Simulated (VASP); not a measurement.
A run of VASP 6.6.1 is set up as follows.

INCAR

```
SYSTEM = AlN
PREC = Accurate ; ENCUT = 520
EDIFF = 1E-6 ; ISMEAR = 0
SIGMA = 0.05 ; LREAL = .FALSE.
LASPH = .TRUE. ; NELM = 100
ALGO = Normal ; ISIF = 2
LWAVE = .FALSE. ; LCHARG = .FALSE.
GGA = PE ; NBANDS = 26
```

The input KPOINTS:

```
regular mesh
0
G
  8 6 4
  0 0 0
```

The input POSCAR:

```
AlN
1.0
   -1.6567491617      2.8695737234      0.0000000000
    0.0000000000      0.0000000000      4.1874629526
    4.9702474850      2.8695737234      0.0000000000
Al N
4 4
Direct
    0.3961102834      0.7500000000      0.1827384618
    0.0000000000      0.7500000000      0.6666666667
    0.0000000000      0.2500000000      0.3333333333
    0.5000000000      0.2500000000      0.8333333333
    0.5000000000      0.2500000000      0.1666666667
    0.0000000000      0.2500000000      0.6666666667
    0.0000000000      0.7500000000      0.3333333333
    0.5000000000      0.7500000000      0.8333333333
```

Potentials or basis: VASP PAW PBE potentials, release 64 (Al, N).

Command:

```bash
$ cat potpaw_PBE.64/Al/POTCAR potpaw_PBE.64/N/POTCAR > POTCAR
$ mpirun -np 1 vasp_std > vasp.out
```

(1) What does it give for the band gap on the k mesh?

(2) What does it give for the pressure?

(3) Predict the largest force.

## Answers

(1) 3.16 eV.

(2) 6.8 GPa.

(3) 11.364 eV/Å.

Caveat: the cell differs from its parent crystal (atom 1 (Al) moved by +0.252 Å along [1 0 0] and -0.252 Å along [1 2 0]); the cell stands under pressure; forces of over 1 eV/Å act on the atoms, so gaps and moduli don't describe the material at rest.
